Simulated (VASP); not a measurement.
# AlN (P6_3mc) in VASP: a series of runs

Runs on AlN. Level: PBE. Tasks: single point, relaxation of the atoms.

Program: VASP 6.6.1. These are calculated values, not measurements. Logs are shortened: lines on timing, memory, paths and dates and some standing lists are left out, and cuts for length are marked.

## (1) The cell of the first run

The structure is hexagonal, space group P6_3mc (No. 186). Conventional cell: a = 3.171 Å, b = 3.171 Å, c = 5.078 Å, α = 90.00°, β = 90.00°, γ = 120.00°. Al (site symmetry 3m) has 4 N at 1.93 to 1.94 Å within 2.6 Å. Within 2.6 Å of N (site symmetry 3m) lie 4 Al at 1.93 to 1.94 Å.

## (2) Single point, PBE (volume scaled by 1.06, then relaxed in part)

Input file INCAR:

```
PREC = Accurate
ENCUT = 520
EDIFF = 1E-6
ISMEAR = -1
SIGMA = 0.02
LREAL = False
LASPH = True
NELM = 60
ALGO = Normal
ISIF = 2
LWAVE = False
LCHARG = False
GGA = PE
NBANDS = 16
```

Input file KPOINTS:

```
Automatic mesh
0
Gamma
  11 11 6
```

Input file POSCAR:

```
AlN
1.0
    3.1709958777      0.0000000000      0.0000000000
   -1.5854979389      2.7461629854      0.0000000000
    0.0000000000      0.0000000000      5.0776718557
Al N
2 2
Direct
    0.6666666667      0.3333333333      0.0002602304
    0.3333333333      0.6666666667      0.5002602304
    0.6666666667      0.3333333333      0.3817397696
    0.3333333333      0.6666666667      0.8817397696
```

Potentials or basis: VASP PAW PBE potentials, release 64 (Al, N).

On the command line:

```bash
cat potpaw_PBE.64/Al/POTCAR potpaw_PBE.64/N/POTCAR > POTCAR
mpirun -np 1 vasp_std > vasp.out
```

OUTCAR:

```text
PREC = Accurate
   ENCUT = 520
   EDIFF = 1E-6
   ISMEAR = -1
   LREAL = False
   LASPH = True
   NELM = 60
   ISIF = 2
   GGA = PE

 ion  position               nearest neighbor table
   1  0.667  0.333  0.000-   4 1.93   4 1.93   4 1.93   3 1.94   2 3.13   2 3.13   2 3.13   2 3.13
                             2 3.13   2 3.13
   2  0.333  0.667  0.500-   3 1.93   3 1.93   3 1.93   4 1.94   1 3.13   1 3.13   1 3.13   1 3.13
                             1 3.13   1 3.13
   3  0.667  0.333  0.382-   2 1.93   2 1.93   2 1.93   1 1.94
   4  0.333  0.667  0.882-   1 1.93   1 1.93   1 1.93   2 1.94

  LATTYP: Found a hexagonal cell.
 ALAT       =     3.1709958777
 C/A-ratio  =     1.6012861737

  Lattice vectors:

 A1 = (   3.1709958777,   0.0000000000,   0.0000000000)
 A2 = (  -1.5854979389,   2.7461629854,   0.0000000000)
 A3 = (   0.0000000000,   0.0000000000,   5.0776718557)

Analysis of symmetry for initial positions (statically):
=====================================================================
 Subroutine PRICEL returns:
 Original cell was already a primitive cell.

 Routine SETGRP: Setting up the symmetry group for a
 hexagonal supercell.

 Subroutine GETGRP returns: Found 12 space group operations
 (whereof  6 operations were pure point group operations)
 out of a pool of 24 trial point group operations.

The static configuration has the point symmetry C_3v.
 The point group associated with its full space group is C_6v.

Analysis of symmetry for dynamics (positions and initial velocities):
=====================================================================
 Subroutine PRICEL returns:
 Original cell was already a primitive cell.

 Routine SETGRP: Setting up the symmetry group for a
 hexagonal supercell.

 Subroutine GETGRP returns: Found 12 space group operations
 (whereof  6 operations were pure point group operations)
 out of a pool of 24 trial point group operations.

The dynamic configuration has the point symmetry C_3v.
 The point group associated with its full space group is C_6v.

 Subroutine INISYM returns: Found 12 space group operations
 (whereof  6 operations are pure point group operations),
 and found     1 'primitive' translations

----------------------------------------------------------------------------------------

                                     Primitive cell

  volume of cell :      44.2167

  direct lattice vectors                    reciprocal lattice vectors
     3.170995878  0.000000000  0.000000000     0.315358341  0.182072223  0.000000000
    -1.585497939  2.746162985  0.000000000     0.000000000  0.364144446  0.000000000
     0.000000000  0.000000000  5.077671856     0.000000000  0.000000000  0.196940651

  length of vectors
     3.170995878  3.170995878  5.077671856     0.364144446  0.364144446  0.196940651

  position of ions in fractional coordinates (direct lattice)
     0.666666667  0.333333333  0.000260230
     0.333333333  0.666666667  0.500260230
     0.666666667  0.333333333  0.381739770
     0.333333333  0.666666667  0.881739770

  ion indices of the primitive-cell ions
   primitive index   ion index
                 1           1
                 2           2
                 3           3
                 4           4

----------------------------------------------------------------------------------------

 KPOINTS: Automatic mesh

Automatic generation of k-mesh.
 Grid dimensions read from file:
 generate k-points for:   11   11    6

 Generating k-lattice:

  Cartesian coordinates                     Fractional coordinates (reciprocal lattice)
     0.028668940  0.016552020  0.000000000     0.090909091  0.000000000  0.000000000
     0.000000000  0.033104041  0.000000000     0.000000000  0.090909091  0.000000000
     0.000000000  0.000000000  0.032823442     0.000000000  0.000000000  0.166666667

  Length of vectors
     0.033104041  0.033104041  0.032823442

  Shift w.r.t. Gamma in fractional coordinates (k-lattice)
     0.000000000  0.000000000  0.000000000

 Subroutine IBZKPT returns following result:
 ===========================================

 Found     64 irreducible k-points:

 Following reciprocal coordinates:
            Coordinates               Weight
  0.000000  0.000000  0.000000      1.000000
  0.090909 -0.000000  0.000000      6.000000
  0.181818 -0.000000  0.000000      6.000000
  0.272727 -0.000000  0.000000      6.000000
  0.363636  0.000000  0.000000      6.000000
  0.454545  0.000000  0.000000      6.000000
[... 16 lines left out ...]
  0.090909  0.090909  0.166667     12.000000
  0.181818  0.090909  0.166667     24.000000
 [... further k-points ...]
   k-points           NKPTS =     64   k-points in BZ     NKDIM =     64   number of bands    NBANDS=     16
   number of dos      NEDOS =    301   number of ions     NIONS =      4
   total plane-waves  NPLWV =  23040
   dimension x,y,z NGX =    24 NGY =   24 NGZ =   40
   dimension x,y,z NGXF=    48 NGYF=   48 NGZF=   80
   ions per type =               2   2
   NGX,Y,Z   is equivalent  to a cutoff of  12.58, 12.58, 13.10 a.u.
   NGXF,Y,Z  is equivalent  to a cutoff of  25.16, 25.16, 26.19 a.u.
 SYSTEM =  unknown system
   PREC   = accura    normal or accurate (medium, high low for compatibility)
   ISTART =      0    job   : 0-new  1-cont  2-samecut
   ICHARG =      2    charge: 1-file 2-atom 10-const
   ISPIN  =      1    spin polarized calculation?
   LNONCOLLINEAR =      F non collinear calculations
   LSORBIT =      F    spin-orbit coupling
   LASPH  =      T    aspherical Exc in radial PAW
   ENCUT  =  520.0 eV  38.22 Ry    6.18 a.u.   5.90  5.90  9.44*2*pi/ulx,y,z
   NELM   =     60;   NELMIN=  2; NELMDL= -5     # of ELM steps
   EDIFF  = 0.1E-05   stopping-criterion for ELM
   LREAL  =      F    real-space projection
   EDIFFG = 0.1E-04   stopping-criterion for IOM
   NSW    =      0    number of steps for IOM
   IBRION =     -1    ionic relax: 0-MD 1-quasi-New 2-CG
   NFREE  =      0    steps in history (QN), initial steepest desc. (CG)
   ISIF   =      2    stress and relaxation
   ISYM   =      2    0-nonsym 1-usesym 2-fastsym
   POTIM  = 0.5000    time-step for ionic-motion
   TEBEG  =    0.0;   TEEND  =   0.0 temperature during run
   PSTRESS=    0.0 pullay stress
   NELECT =      16.0000    total number of electrons
   NUPDOWN=      -1.0000    fix difference up-down
   EMIN   =  10.00;   EMAX   =-10.00  energy-range for DOS
   EFERMI =   0.00;   METHOD = LEGACY
   ISMEAR =    -1;   SIGMA  =   0.02  broadening in eV -4-tet -1-fermi 0-gaus
   EFERMI_NEDOS =   21; number of points for ismear=-14 and -15
   IALGO  =     38    algorithm
   IMIX   =      4    mixing-type and parameters
     AMIX     =   0.40;   BMIX     =  1.00
     AMIX_MAG =   1.60;   BMIX_MAG =  1.00
  volume/ion in A,a.u.               =      11.05        74.60
  Fermi-wavevector in a.u.,A,eV,Ry     =   1.166593  2.204541 18.516695  1.360939
  Thomas-Fermi vector in A             =   2.303104
   LORBIT       =      0    0 simple, 1 ext, 2 COOP (PROOUT), +10 PAW based schemes
   GGA     = PE    functional components
   LHFCALC =     F    Hartree Fock is set to
   AEXX    =    0.0000 exact exchange contribution
   IVDW    =     0    specifies the selected vdW correction
   LEPSILON=     F    determine dielectric tensor
   LRPA    =     F    only Hartree local field effects (RPA)
 non-spin polarized calculation
  energy-cutoff  :      520.00
  volume of cell :       44.22
 maximum number of plane-waves:      1206
 NGX is ok and might be reduce to    24
   NGX = 11   NGY = 11   NGZ = 19

 number of electron      16.0000002 magnetization

 Free energy of the ion-electron system (eV)
  ---------------------------------------------------
  ext. energy  EPLUGINS =         0.00000000
  ---------------------------------------------------
  free energy    TOTEN  =       -29.74277211 eV

  energy without entropy =      -29.74277211  energy(sigma->0) =      -29.74277211

 E-fermi :   5.9916     XC(G=0): -10.6649

 val. band max:        5.6153793519   @ k =   0.0000   0.0000   0.0000
 cond. band min:       9.3321581435   @ k =   0.0000   0.0000   0.0000
 fundamental gap:      3.7167787916
 Fermi energy:         5.9915885658

 k-point     1 :       0.0000    0.0000    0.0000
  band No.  band energies     occupation
      1      -9.2348      2.00000
      2      -7.2598      2.00000
      3      -0.1249      2.00000
      4       4.7812      2.00000
      5       4.7812      2.00000
      6       5.4175      2.00000
[... 8 lines left out ...]
     15      18.2165      0.00000
     16      18.2165      0.00000

 k-point     2 :       0.0909   -0.0000    0.0000
  band No.  band energies     occupation
      1      -9.1364      2.00000
      2      -7.2049      2.00000
      3      -0.0053      2.00000
      4       4.3094      2.00000
      5       4.6511      2.00000
      6       4.9285      2.00000
[... 8 lines left out ...]
     15      18.2225      0.00000
     16      18.3050      0.00000

 k-point     3 :       0.1818   -0.0000    0.0000
  band No.  band energies     occupation
      1      -8.8522      2.00000
      2      -7.0583      2.00000
      3       0.3456      2.00000
      4       3.2043      2.00000
      5       3.9623      2.00000
      6       4.3537      2.00000
[... 8 lines left out ...]
     15      17.4041      0.00000
     16      17.9953      0.00000

 k-point     4 :       0.2727   -0.0000    0.0000
  band No.  band energies     occupation
      1      -8.4190      2.00000
      2      -6.8768      2.00000
      3       0.8992      2.00000
      4       1.9916      2.00000
      5       2.9608      2.00000
      6       4.0277      2.00000
[... 8 lines left out ...]
     15      17.1122      0.00000
     16      18.7209      0.00000
[... 324 lines left out ...]
 k-point    22 :       0.4545    0.0000    0.1667
  band No.  band energies     occupation
      1      -7.4457      2.00000
      2      -6.8103      2.00000
      3       0.2993      2.00000
      4       1.2927      2.00000
      5       2.6904      2.00000
      6       3.6979      2.00000
[... 8 lines left out ...]
     15      17.4206      0.00000
     16      20.1180      0.00000

 k-point    23 :       0.0909    0.0909    0.1667
  band No.  band energies     occupation
      1      -8.8500      2.00000
      2      -7.2717      2.00000
      3       0.5151      2.00000
      4       3.7698      2.00000
      5       3.7857      2.00000
      6       4.5610      2.00000
[... 8 lines left out ...]
     15      17.6121      0.00000
     16      18.3548      0.00000

 k-point    24 :       0.1818    0.0909    0.1667
  band No.  band energies     occupation
      1      -8.4968      2.00000
      2      -7.0807      2.00000
      3       0.8465      2.00000
      4       2.6823      2.00000
      5       3.0629      2.00000
      6       4.1539      2.00000
[... 8 lines left out ...]
     15      17.4894      0.00000
     16      18.6302      0.00000

 [... further k-points ...]
[... 5 lines left out ...]
  --------------------------------------------------------------------------------------
  -------------------------------------------------------------------------------------
  Total       -2.0266092     -2.0266092     -1.7716588      0.0000000      0.0000000      0.0000000
  in kB      -73.4334586    -73.4334586    -64.1954192      0.0000000      0.0000000      0.0000000
  external PRESSURE =     -70.3541121 kB  Pullay stress =       0.0000000 kB

 VOLUME and BASIS-vectors are now :
 -----------------------------------------------------------------------------
  energy-cutoff  :      520.00
  volume of cell :       44.22
      direct lattice vectors                 reciprocal lattice vectors
     3.170995878  0.000000000  0.000000000     0.315358341  0.182072223  0.000000000
    -1.585497939  2.746162985  0.000000000     0.000000000  0.364144446  0.000000000
     0.000000000  0.000000000  5.077671856     0.000000000  0.000000000  0.196940651

 POSITION                                       TOTAL-FORCE (eV/Angst)
 -----------------------------------------------------------------------------------
      1.58550      0.91539      0.00132         0.000000     -0.000000      0.000430
     -0.00000      1.83078      2.54016        -0.000000      0.000000      0.000430
      1.58550      0.91539      1.93835        -0.000000      0.000000     -0.000430
     -0.00000      1.83078      4.47719         0.000000     -0.000000     -0.000430
 -----------------------------------------------------------------------------------
    total drift:                                0.000000      0.000000      0.000099

  FREE ENERGIE OF THE ION-ELECTRON SYSTEM (eV)
  ---------------------------------------------------
  free  energy   TOTEN  =       -29.7427721101 eV

  energy  without entropy=      -29.7427721101  energy(sigma->0) =      -29.74277211
```

Wall time 31 s (1 thread of Intel Xeon Platinum 8488C (Sapphire Rapids), shared host); peak memory 0.17 GiB.

Results:

```yaml
Free_energy: -29.7428 eV
Pressure: -7.0 GPa
Band_gap_on_the_k_mesh: 3.72 eV, direct
```

Stress tensor (GPa, compression positive):
```
-7.34  0.00  0.00
 0.00 -7.34  0.00
 0.00  0.00 -6.42
```

## (3) Relaxation of the atoms, PBE (volume scaled by 0.94)

Input file INCAR:

```
PREC = Accurate
ENCUT = 520
EDIFF = 1E-6
ISMEAR = -1
SIGMA = 0.02
LREAL = F
LASPH = T
NELM = 100
ALGO = Normal
ISIF = 2
LWAVE = F
LCHARG = F
GGA = PE
IBRION = 2
NSW = 80
EDIFFG = -0.02
```

Input file KPOINTS:

```
regular mesh
0
Gamma
  11 11 6
```

Input file POSCAR:

```
AlN
1.0
    3.0465127981      0.0000000000      0.0000000000
   -1.5232563991      2.6383574761      0.0000000000
    0.0000000000      0.0000000000      4.8783388214
Al N
2 2
Direct
    0.6666666667      0.3333333333      0.0000000000
    0.3333333333      0.6666666667      0.5000000000
    0.6666666667      0.3333333333      0.3820000000
    0.3333333333      0.6666666667      0.8820000000
```

Potentials or basis: VASP PAW PBE potentials, release 64 (Al, N).

On the command line:

```bash
cat potpaw_PBE.64/Al/POTCAR potpaw_PBE.64/N/POTCAR > POTCAR
mpirun -np 1 vasp_std > vasp.out
```

OUTCAR:

```text
PREC = Accurate
   ENCUT = 520
   EDIFF = 1E-6
   ISMEAR = -1
   LREAL = F
   LASPH = T
   NELM = 100
   ISIF = 2
   GGA = PE
   IBRION = 2
   NSW = 80
   EDIFFG = -0.02

 ion  position               nearest neighbor table
   1  0.667  0.333  0.000-   4 1.85   4 1.85   4 1.85   3 1.86   2 3.01   2 3.01   2 3.01   2 3.01
                             2 3.01   2 3.01
   2  0.333  0.667  0.500-   3 1.85   3 1.85   3 1.85   4 1.86   1 3.01   1 3.01   1 3.01   1 3.01
                             1 3.01   1 3.01
   3  0.667  0.333  0.382-   2 1.85   2 1.85   2 1.85   1 1.86
   4  0.333  0.667  0.882-   1 1.85   1 1.85   1 1.85   2 1.86

  LATTYP: Found a hexagonal cell.
 ALAT       =     3.0465127981
 C/A-ratio  =     1.6012861736

  Lattice vectors:

 A1 = (   3.0465127981,   0.0000000000,   0.0000000000)
 A2 = (  -1.5232563991,   2.6383574761,   0.0000000000)
 A3 = (   0.0000000000,   0.0000000000,   4.8783388214)

Analysis of symmetry for initial positions (statically):
=====================================================================
 Subroutine PRICEL returns:
 Original cell was already a primitive cell.

 Routine SETGRP: Setting up the symmetry group for a
 hexagonal supercell.

[... 186 lines left out ...]
      5       5.8819      2.00000
      6       6.5457      2.00000
      7       6.5457      2.00000
      8       6.7830      2.00000
      9      11.5538      0.00000
     10      14.0008      0.00000
     11      17.9175      0.00000
     12      18.3915      0.00000
[... 331 lines left out ...]
 k-point    24 :       0.1818    0.0909    0.1667
  band No.  band energies     occupation
      1      -7.9442      2.00000
      2      -6.2472      2.00000
      3       1.5949      2.00000
      4       3.6448      2.00000
      5       4.0674      2.00000
      6       5.2120      2.00000
      7       6.0600      2.00000
      8       6.3475      2.00000
      9      13.4697      0.00000
     10      14.9773      0.00000
     11      15.6439      0.00000
     12      16.7207      0.00000

 [... further k-points ...]
[... 5 lines left out ...]
  --------------------------------------------------------------------------------------
  -------------------------------------------------------------------------------------
  Total        4.6189083      4.6189083      4.3449259     -0.0000000      0.0000000      0.0000000
  in kB      188.7301629    188.7301629    177.5351509     -0.0000000      0.0000000      0.0000000
  external PRESSURE =     184.9984923 kB  Pullay stress =       0.0000000 kB

 VOLUME and BASIS-vectors are now :
 -----------------------------------------------------------------------------
  energy-cutoff  :      520.00
  volume of cell :       39.21
      direct lattice vectors                 reciprocal lattice vectors
     3.046512798  0.000000000  0.000000000     0.328244149  0.189511848  0.000000000
    -1.523256399  2.638357476  0.000000000     0.000000000  0.379023695  0.000000000
     0.000000000  0.000000000  4.878338821     0.000000000  0.000000000  0.204987812

 POSITION                                       TOTAL-FORCE (eV/Angst)
 -----------------------------------------------------------------------------------
      1.52326      0.87945      0.00000        -0.000000      0.000000     -0.016487
     -0.00000      1.75890      2.43917         0.000000      0.000000     -0.016487
      1.52326      0.87945      1.86353        -0.000000     -0.000000      0.016487
     -0.00000      1.75890      4.30269         0.000000     -0.000000      0.016487
 -----------------------------------------------------------------------------------
    total drift:                                0.000000      0.000000     -0.000028

  FREE ENERGIE OF THE ION-ELECTRON SYSTEM (eV)
  ---------------------------------------------------
  free  energy   TOTEN  =       -29.6001680906 eV

  energy  without entropy=      -29.6001680905  energy(sigma->0) =      -29.60016809

 reached required accuracy - stopping structural energy minimisation
```

OSZICAR:

```text
N       E                     dE             d eps       ncg     rms          rms(c)
DAV:   1     0.517150649292E+02    0.51715E+02   -0.77620E+03  1536   0.120E+03
DAV:   2    -0.308241865581E+02   -0.82539E+02   -0.76227E+02  2228   0.224E+02
DAV:   3    -0.345793441689E+02   -0.37552E+01   -0.37391E+01  2020   0.528E+01
DAV:   4    -0.346081914422E+02   -0.28847E-01   -0.28842E-01  1768   0.536E+00
DAV:   5    -0.346085738034E+02   -0.38236E-03   -0.38235E-03  1952   0.634E-01    0.126E+01
DAV:   6    -0.296158020029E+02    0.49928E+01   -0.16816E+01  1844   0.321E+01    0.444E+00
DAV:   7    -0.296115203796E+02    0.42816E-02   -0.70768E-01  1712   0.679E+00    0.300E+00
DAV:   8    -0.296040150197E+02    0.75054E-02   -0.72529E-02  1736   0.279E+00    0.445E-01
DAV:   9    -0.295997316787E+02    0.42833E-02   -0.18884E-02  1960   0.105E+00    0.231E-01
DAV:  10    -0.296002297862E+02   -0.49811E-03   -0.19231E-03  1764   0.344E-01    0.128E-01
DAV:  11    -0.296001667868E+02    0.62999E-04   -0.19683E-04  1812   0.114E-01    0.286E-02
DAV:  12    -0.296001683562E+02   -0.15693E-05   -0.66569E-06  1700   0.270E-02    0.699E-03
DAV:  13    -0.296001680906E+02    0.26562E-06   -0.40180E-06  1756   0.152E-02
   1 F= -.29600168E+02 E0= -.29600168E+02  d E =-.296002E+02
```

Wall time 14 s (1 thread of AMD EPYC 9R45 (Zen 5), shared host); peak memory 0.13 GiB.

What came out:

* Free energy: -29.6002 eV
* Pressure after relaxing: 18.5 GPa
* Largest force after relaxing: 0.016 eV/Å
* Band gap on the k mesh: 4.77 eV, direct

Forces in eV/Å, atoms in the order of the input:
```
Al   0.000  0.000 -0.016
Al   0.000  0.000 -0.016
N    0.000  0.000  0.016
N    0.000  0.000  0.016
```

Final structure:
```
CELL_PARAMETERS angstrom
3.04651 0.00000 0.00000
-1.52326 2.63836 0.00000
0.00000 0.00000 4.87834
ATOMIC_POSITIONS crystal
Al 0.66667 0.33333 0.00000
Al 0.33333 0.66667 0.50000
N 0.66667 0.33333 0.38200
N 0.33333 0.66667 0.88200
```

Caveat: the relaxation stopped at its first step, so nothing moved.
